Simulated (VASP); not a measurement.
Wanted: the native input for a VASP 6.6.1 run.

```yaml
Task: single point
Functional: PBEsol
Potentials_or_basis: VASP PAW PBE potentials, release 64 (Y_sv)
Cutoff: 520 eV
k_mesh: 15 × 15 × 8
Occupations: gaussian, width 0.15 eV
Spin: no spin polarisation
Dipole_correction: no
Further_INCAR_settings: ALGO = Fast; EDIFF = 1e-07; NBANDS = 18
```

The structure of Y lies in POSCAR:

```
Y
1.0
    3.7975592066      0.0000000000      0.0000000000
   -1.8987796033      3.2887827453      0.0000000000
    0.0000000000      0.0000000000      5.7474000000
Y
2
Direct
    0.3333333333      0.6666666667      0.2500000000
    0.6666666667      0.3333333333      0.7500000000
```

This cell differs from its parent crystal: strain +0.040 along x and y, +0.000 along z.

One way to write it, as run:

INCAR

```
ALGO     = Fast           # electronic algorithm
EDIFF    = 1E-7           # SCF threshold, eV
ENCUT    = 520            # plane-wave cutoff, eV
GGA      = PS             # functional
ISIF     = 2              # what is computed and relaxed
ISMEAR   = 0              # smearing method
LASPH    = T              # aspherical terms in the spheres
LCHARG   = F              # write CHGCAR
LREAL    = F              # projectors in reciprocal space
LWAVE    = F              # write WAVECAR
NBANDS   = 18             # bands
NELM     = 80             # most SCF steps
PREC     = Accurate       # precision mode
SIGMA    = 0.15           # smearing width, eV
```

KPOINTS

```
k-points
0
Gamma
  15 15 8
```

Potentials or basis: VASP PAW PBE potentials, release 64 (Y_sv).

The run is started by

```console
$ cat potpaw_PBE.64/Y_sv/POTCAR > POTCAR
$ mpirun -np 1 vasp_std > vasp.out
```

It gave:

```json
{
 "Pressure": "-4.8 GPa",
 "Band gap on the k mesh": "zero (bands 11 and 12 overlap by 1.55 eV)"
}
```

Caveat: the cell differs from its parent crystal (strain +0.040 along x and y, +0.000 along z); the cell stands under tension; the PAW data sets were made with another functional, which shifts forces and pressure a little.

It took 2.8 min on 1 thread of Intel(R) Xeon(R) Platinum 8559C (Emerald Rapids) (shared host), peak memory 0.31 GiB.
